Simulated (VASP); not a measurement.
Input of a VASP 6.6.1 run:

INCAR

```
SYSTEM = GaN
ALGO     = Normal         ! electronic algorithm
EDIFF    = 1E-6           ! SCF threshold, eV
ENCUT    = 520            ! plane-wave cutoff, eV
GGA      = PE             ! functional
ISIF     = 2              ! what is computed and relaxed
ISMEAR   = 0              ! smearing method
LASPH    = .True.         ! aspherical terms in the spheres
LCHARG   = .False.        ! write CHGCAR
LREAL    = .False.        ! projectors in reciprocal space
LWAVE    = .False.        ! write WAVECAR
NBANDS   = 16             ! bands
NELM     = 60             ! most SCF steps
PREC     = Accurate       ! precision mode
SIGMA    = 0.1            ! smearing width, eV
```

File KPOINTS:

```
k-points
0
Gamma
  6 6 6
  0 0 0
```

The input POSCAR:

```
GaN
1.0
    0.0000000000      2.2535007000      2.2535007000
    2.2535007000      0.0000000000      2.2535007000
    2.2535007000      2.2535007000      0.0000000000
Ga N
1 1
Direct
    0.0000000000      0.0000000000      0.0000000000
    0.2500000000      0.2500000000      0.2500000000
```

Potentials or basis: VASP PAW PBE potentials, release 64 (Ga_d, N).

Command:

```console
$ cat potpaw_PBE.64/Ga_d/POTCAR potpaw_PBE.64/N/POTCAR > POTCAR
$ mpirun -np 1 vasp_std > vasp.out
```

(1) Predict the pressure.

(2) What does it give for the band gap on the k mesh?

Results:

(1) 5.0 GPa.

(2) 1.72 eV, direct.
